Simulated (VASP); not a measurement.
# LuH3 (P-3c1) in VASP: single point with LDA

Aim: the single point of LuH3 with LDA.

Program: VASP 6.6.1. These are calculated values, not measurements. Logs are shortened: lines on timing, memory, paths and dates and some standing lists are left out, and cuts for length are marked.

**1. The cell of the first run**

The structure is trigonal, space group P-3c1 (No. 165). Conventional cell: a = 6.095 Å, b = 6.095 Å, c = 6.378 Å, α = 90.00°, β = 90.00°, γ = 120.00°. Within 2.7 Å of Lu (site symmetry 2) lie 11 H at 2.06 to 2.44 Å. Within 2.8 Å of H (site symmetry 1) lie 8 H at 2.08 to 2.58 Å and 4 Lu at 2.16 to 2.44 Å. H (site symmetry 32) has 3 Lu at 2.06 Å and 6 H at 2.30 Å within 2.7 Å. H (site symmetry 3) has 3 Lu at 2.06 Å and 9 H at 2.27 to 2.58 Å within 2.7 Å.

**2. Single point, LDA**

INCAR reads:

```
ALGO = Normal
EDIFF = 1E-6
ENCUT = 520
GGA = CA
ISIF = 2
ISMEAR = 0
LASPH = True
LCHARG = False
LREAL = Auto
LWAVE = False
NBANDS = 102
NELM = 100
PREC = Accurate
SIGMA = 0.1
```

KPOINTS reads:

```
k-points
0
Gamma
  3 3 4
```

POSCAR reads:

```
LuH3
1.0
    6.0948424347      0.0000000000      0.0000000000
   -3.0474212174      5.2782883805      0.0000000000
    0.0000000000      0.0000000000      6.3777478800
Lu H
6 18
Direct
    0.6623873300      0.0000000000      0.2500000000
    0.3376126700      0.3376126700      0.2500000000
    0.0000000000      0.6623873300      0.2500000000
    0.6623873300      0.6623873300      0.7500000000
    0.0000000000      0.3376126700      0.7500000000
    0.3376126700      0.0000000000      0.7500000000
    0.3199835000      0.9663259100      0.4105443400
    0.6463424100      0.6800165000      0.4105443400
    0.0336740900      0.3536575900      0.4105443400
    0.3199835000      0.3536575900      0.9105443400
    0.0336740900      0.6800165000      0.9105443400
    0.6463424100      0.9663259100      0.9105443400
    0.6800165000      0.0336740900      0.5894556600
    0.3536575900      0.3199835000      0.5894556600
    0.9663259100      0.6463424100      0.5894556600
    0.6800165000      0.6463424100      0.0894556600
    0.9663259100      0.3199835000      0.0894556600
    0.3536575900      0.0336740900      0.0894556600
    0.0000000000      0.0000000000      0.2500000000
    0.0000000000      0.0000000000      0.7500000000
    0.6666666700      0.3333333300      0.3114689900
    0.6666666700      0.3333333300      0.8114689900
    0.3333333300      0.6666666700      0.6885310100
    0.3333333300      0.6666666700      0.1885310100
```

Potentials or basis: VASP PAW PBE potentials, release 64 (Lu, H).

On the command line:

```bash
cat potpaw_PBE.64/Lu/POTCAR potpaw_PBE.64/H/POTCAR > POTCAR
mpirun -np 1 vasp_std > vasp.out
```

OUTCAR:

```text
EDIFF = 1E-6
   ENCUT = 520
   GGA = CA
   ISIF = 2
   ISMEAR = 0
   LASPH = True
   LREAL = Auto
   NELM = 100
   PREC = Accurate

 ion  position               nearest neighbor table
   1  0.662  0.000  0.250-  21 2.06  24 2.06  19 2.06  17 2.16   8 2.16  13 2.17  12 2.17   7 2.24
                            18 2.24   3 3.50   3 3.50   2 3.50   2 3.50   2 3.56   3 3.56   6 3.75
   2  0.338  0.338  0.250-  21 2.06  24 2.06  19 2.06   9 2.16  18 2.16  10 2.17  14 2.17  16 2.24
                             8 2.24   3 3.50   1 3.50   3 3.50   1 3.50   1 3.56   3 3.56   4 3.75
   3  0.000  0.662  0.250-  24 2.06  21 2.06  19 2.06   7 2.16  16 2.16  11 2.17  15 2.17  17 2.24
                             9 2.24   1 3.50   2 3.50   1 3.50   2 3.50   2 3.56   1 3.56   5 3.75
   4  0.662  0.662  0.750-  23 2.06  22 2.06  20 2.06  15 2.16  12 2.16  16 2.17   8 2.17  10 2.24
                            14 2.24   5 3.50   6 3.50   5 3.50   6 3.50   6 3.56   5 3.56   2 3.75
   5  0.000  0.338  0.750-  22 2.06  23 2.06  20 2.06  13 2.16  10 2.16  17 2.17   9 2.17  11 2.24
                            15 2.24   6 3.50   4 3.50   6 3.50   4 3.50   4 3.56   6 3.56   3 3.75
   6  0.338  0.000  0.750-  23 2.06  22 2.06  20 2.06  11 2.16  14 2.16   7 2.17  18 2.17  13 2.24
                            12 2.24   5 3.50   5 3.50   4 3.50   4 3.50   4 3.56   5 3.56   1 3.75
   7  0.320  0.966  0.411-   3 2.16   6 2.17   1 2.24
   8  0.646  0.680  0.411-   1 2.16   4 2.17   2 2.24
   9  0.034  0.354  0.411-   2 2.16   5 2.17   3 2.24
  10  0.320  0.354  0.911-   5 2.16   2 2.17   4 2.24
  11  0.034  0.680  0.911-   6 2.16   3 2.17   5 2.24
  12  0.646  0.966  0.911-   4 2.16   1 2.17   6 2.24
[... 10 lines left out ...]
  23  0.333  0.667  0.689-   6 2.06   5 2.06   4 2.06
  24  0.333  0.667  0.189-   3 2.06   1 2.06   2 2.06

  LATTYP: Found a hexagonal cell.
 ALAT       =     6.0948424347
 C/A-ratio  =     1.0464171877

  Lattice vectors:

 A1 = (   6.0948424347,   0.0000000000,   0.0000000000)
 A2 = (  -3.0474212174,   5.2782883805,   0.0000000000)
 A3 = (   0.0000000000,   0.0000000000,   6.3777478800)

Analysis of symmetry for initial positions (statically):
=====================================================================
 Subroutine PRICEL returns:
 Original cell was already a primitive cell.

 Routine SETGRP: Setting up the symmetry group for a
 hexagonal supercell.

 Subroutine GETGRP returns: Found 12 space group operations
 (whereof  6 operations were pure point group operations)
 out of a pool of 24 trial point group operations.

The static configuration has the point symmetry S_6 .
 The point group associated with its full space group is D_3d.

Analysis of symmetry for dynamics (positions and initial velocities):
=====================================================================
 Subroutine PRICEL returns:
 Original cell was already a primitive cell.

 Routine SETGRP: Setting up the symmetry group for a
 hexagonal supercell.

 Subroutine GETGRP returns: Found 12 space group operations
 (whereof  6 operations were pure point group operations)
 out of a pool of 24 trial point group operations.

The dynamic configuration has the point symmetry S_6 .
 The point group associated with its full space group is D_3d.

 Subroutine INISYM returns: Found 12 space group operations
 (whereof  6 operations are pure point group operations),
 and found     1 'primitive' translations

----------------------------------------------------------------------------------------

                                     Primitive cell

  volume of cell :     205.1743

  direct lattice vectors                    reciprocal lattice vectors
     6.094842435  0.000000000  0.000000000     0.164073150  0.094727678  0.000000000
    -3.047421217  5.278288381  0.000000000     0.000000000  0.189455355  0.000000000
     0.000000000  0.000000000  6.377747880     0.000000000  0.000000000  0.156795160

  length of vectors
     6.094842435  6.094842435  6.377747880     0.189455355  0.189455355  0.156795160

  position of ions in fractional coordinates (direct lattice)
     0.662387330  0.000000000  0.250000000
     0.337612670  0.337612670  0.250000000
     0.000000000  0.662387330  0.250000000
     0.662387330  0.662387330  0.750000000
     0.000000000  0.337612670  0.750000000
     0.337612670  0.000000000  0.750000000
[... 16 lines left out ...]
     0.333333330  0.666666670  0.688531010
     0.333333330  0.666666670  0.188531010

  ion indices of the primitive-cell ions
   primitive index   ion index
                 1           1
                 2           2
                 3           3
                 4           4
                 5           5
                 6           6
[... 16 lines left out ...]
                23          23
                24          24

----------------------------------------------------------------------------------------

 KPOINTS: k-points

Automatic generation of k-mesh.
 Grid dimensions read from file:
 generate k-points for:    3    3    4

 Generating k-lattice:

  Cartesian coordinates                     Fractional coordinates (reciprocal lattice)
     0.054691050  0.031575893  0.000000000     0.333333333 -0.000000000  0.000000000
     0.000000000  0.063151785  0.000000000     0.000000000  0.333333333  0.000000000
     0.000000000  0.000000000  0.039198790     0.000000000  0.000000000  0.250000000

  Length of vectors
     0.063151785  0.063151785  0.039198790

  Shift w.r.t. Gamma in fractional coordinates (k-lattice)
     0.000000000  0.000000000  0.000000000

 Subroutine IBZKPT returns following result:
 ===========================================

 Found     10 irreducible k-points:

 Following reciprocal coordinates:
            Coordinates               Weight
  0.000000  0.000000  0.000000      1.000000
  0.333333 -0.000000  0.000000      6.000000
  0.333333  0.333333  0.000000      2.000000
  0.000000  0.000000  0.250000      2.000000
  0.333333 -0.000000  0.250000      6.000000
  0.000000  0.333333  0.250000      6.000000
  0.333333  0.333333  0.250000      4.000000
  0.000000  0.000000  0.500000      1.000000
  0.333333 -0.000000  0.500000      6.000000
  0.333333  0.333333  0.500000      2.000000
   k-points           NKPTS =     10   k-points in BZ     NKDIM =     10   number of bands    NBANDS=    102
   number of dos      NEDOS =    301   number of ions     NIONS =     24
   total plane-waves  NPLWV = 110592
   dimension x,y,z NGX =    48 NGY =   48 NGZ =   48
   dimension x,y,z NGXF=    96 NGYF=   96 NGZF=   96
   ions per type =               6  18
   NGX,Y,Z   is equivalent  to a cutoff of  13.09, 13.09, 12.51 a.u.
   NGXF,Y,Z  is equivalent  to a cutoff of  26.19, 26.19, 25.02 a.u.
 SYSTEM =  unknown system
   PREC   = accura    normal or accurate (medium, high low for compatibility)
   ISTART =      0    job   : 0-new  1-cont  2-samecut
   ICHARG =      2    charge: 1-file 2-atom 10-const
   ISPIN  =      1    spin polarized calculation?
   LNONCOLLINEAR =      F non collinear calculations
   LSORBIT =      F    spin-orbit coupling
   LASPH  =      T    aspherical Exc in radial PAW
   ENCUT  =  520.0 eV  38.22 Ry    6.18 a.u.  11.33 11.33 11.86*2*pi/ulx,y,z
   NELM   =    100;   NELMIN=  2; NELMDL= -5     # of ELM steps
   EDIFF  = 0.1E-05   stopping-criterion for ELM
   LREAL  =      T    real-space projection
   EDIFFG = 0.1E-04   stopping-criterion for IOM
   NSW    =      0    number of steps for IOM
[... 5 lines left out ...]
   TEBEG  =    0.0;   TEEND  =   0.0 temperature during run
   PSTRESS=    0.0 pullay stress
   NELECT =     168.0000    total number of electrons
   NUPDOWN=      -1.0000    fix difference up-down
   EMIN   =  10.00;   EMAX   =-10.00  energy-range for DOS
   EFERMI =   0.00;   METHOD = LEGACY
   ISMEAR =     0;   SIGMA  =   0.10  broadening in eV -4-tet -1-fermi 0-gaus
   EFERMI_NEDOS =   21; number of points for ismear=-14 and -15
   IALGO  =     38    algorithm
   IMIX   =      4    mixing-type and parameters
     AMIX     =   0.40;   BMIX     =  1.00
     AMIX_MAG =   1.60;   BMIX_MAG =  1.00
  volume/ion in A,a.u.               =       8.55        57.69
  Fermi-wavevector in a.u.,A,eV,Ry     =   1.531570  2.894248 31.915290  2.345708
  Thomas-Fermi vector in A             =   2.638897
   LORBIT       =      0    0 simple, 1 ext, 2 COOP (PROOUT), +10 PAW based schemes
   GGA     = CA    functional components
   LHFCALC =     F    Hartree Fock is set to
   AEXX    =    0.0000 exact exchange contribution
   IVDW    =     0    specifies the selected vdW correction
   LEPSILON=     F    determine dielectric tensor
   LRPA    =     F    only Hartree local field effects (RPA)
 non-spin polarized calculation
 Gauss-broadening in eV      SIGMA  =   0.10
  energy-cutoff  :      520.00
  volume of cell :      205.17
 maximum number of plane-waves:      5568
 NGX is ok and might be reduce to    48
   NGX = 23   NGY = 23   NGZ = 23

 number of electron     167.9999999 magnetization

 Free energy of the ion-electron system (eV)
  ---------------------------------------------------
  ext. energy  EPLUGINS =         0.00000000
  ---------------------------------------------------
  free energy    TOTEN  =      -106.53707828 eV

  energy without entropy =     -106.53458412  energy(sigma->0) =     -106.53583120

 E-fermi :   2.1424     XC(G=0): -11.4235

 val. band max:        2.0463845401   @ k =   0.0000   0.0000   0.2500
 cond. band min:       2.2383876211   @ k =   0.0000   0.0000   0.2500
 fundamental gap:      0.1920030810
 Fermi energy:         2.1423860805

 k-point     1 :       0.0000    0.0000    0.0000
  band No.  band energies     occupation
      1     -53.5059      2.00000
      2     -53.4960      2.00000
      3     -53.4805      2.00000
      4     -53.4805      2.00000
      5     -53.4800      2.00000
      6     -53.4800      2.00000
[... 88 lines left out ...]
     95       5.0762      0.00000
     96       5.5927      0.00000

 k-point     2 :       0.3333   -0.0000    0.0000
  band No.  band energies     occupation
      1     -53.4993      2.00000
      2     -53.4909      2.00000
      3     -53.4866      2.00000
      4     -53.4834      2.00000
      5     -53.4822      2.00000
      6     -53.4805      2.00000
[... 880 lines left out ...]
     95       5.6083      0.00000
     96       5.6083      0.00000
 [bands above 96 left out]

------------------------ aborting loop because EDIFF is reached ----------------------------------------

  FORCE on cell =-STRESS in cart. coord.  units (eV):
  Direction    XX          YY          ZZ          XY          YZ          ZX
  --------------------------------------------------------------------------------------
  -------------------------------------------------------------------------------------
  Total       -6.5904752     -6.5904752     -5.9315656      0.0000000      0.0000000     -0.0000000
  in kB      -51.4640983    -51.4640983    -46.3187655      0.0000000      0.0000000     -0.0000000
  external PRESSURE =     -49.7489874 kB  Pullay stress =       0.0000000 kB

 VOLUME and BASIS-vectors are now :
 -----------------------------------------------------------------------------
  energy-cutoff  :      520.00
  volume of cell :      205.17
      direct lattice vectors                 reciprocal lattice vectors
     6.094842435  0.000000000  0.000000000     0.164073150  0.094727678  0.000000000
    -3.047421217  5.278288381  0.000000000     0.000000000  0.189455355  0.000000000
     0.000000000  0.000000000  6.377747880     0.000000000  0.000000000  0.156795160

 POSITION                                       TOTAL-FORCE (eV/Angst)
 -----------------------------------------------------------------------------------
      4.03715      0.00000      1.59444         0.060045      0.000000     -0.000000
      1.02885      1.78202      1.59444        -0.030022     -0.052000     -0.000000
     -2.01857      3.49627      1.59444        -0.030022      0.052000     -0.000000
      2.01857      3.49627      4.78331         0.030022      0.052000     -0.000000
     -1.02885      1.78202      4.78331         0.030022     -0.052000     -0.000000
      2.05770      0.00000      4.78331        -0.060045      0.000000     -0.000000
[... 16 lines left out ...]
     -0.00000      3.51886      4.39128         0.000000      0.000000      0.020790
     -0.00000      3.51886      1.20240         0.000000      0.000000      0.020790
 -----------------------------------------------------------------------------------
    total drift:                                0.000000      0.000000      0.000000

  FREE ENERGIE OF THE ION-ELECTRON SYSTEM (eV)
  ---------------------------------------------------
  free  energy   TOTEN  =      -106.5370782769 eV

  energy  without entropy=     -106.5345841191  energy(sigma->0) =     -106.53583120
```

Run time: 14 min. Hardware: 1 thread of Intel Xeon 8259CL, shared host; peak memory 0.35 GiB.

What came out:

| Property | Result |
| --- | --- |
| Free energy | -106.5371 eV |
| Pressure | -5.0 GPa |
| Largest force | 0.092 eV/Å |
| Band gap on the k mesh | 0.19 eV |

Forces on the atoms (eV/Å):
```
Lu   0.060  0.000  0.000
Lu  -0.030 -0.052  0.000
Lu  -0.030  0.052  0.000
Lu   0.030  0.052  0.000
Lu   0.030 -0.052  0.000
Lu  -0.060  0.000  0.000
H    0.017  0.065 -0.063
H    0.048 -0.047 -0.063
H   -0.065 -0.018 -0.063
H    0.065 -0.018 -0.063
H   -0.048 -0.047 -0.063
H   -0.017  0.065 -0.063
H   -0.017 -0.065  0.063
H   -0.048  0.047  0.063
H    0.065  0.018  0.063
H   -0.065  0.018  0.063
H    0.048  0.047  0.063
H    0.017 -0.065  0.063
H    0.000  0.000  0.000
H    0.000  0.000  0.000
H    0.000  0.000 -0.021
H    0.000  0.000 -0.021
H    0.000  0.000  0.021
H    0.000  0.000  0.021
```

Levels at points of the mesh, in eV from the valence-band top:
```tsv
k point	band 81	band 82	band 83	band 84	band 85	band 86	band 87	band 88
(0.00, 0.00, 0.00)	-3.05	-1.98	-1.82	-0.51	0.66	1.68	1.68	2.00
(0.00, 0.00, 0.50)	-3.31	-3.31	-0.51	-0.51	1.26	1.26	1.70	1.70
```

Caveat: the cell stands under tension; the PAW data sets were made with another functional, which shifts forces and pressure a little; spin-orbit coupling is left out, which moves the levels of the heavy elements; an odd mesh through Γ misses points on the zone boundary, where band edges can lie.
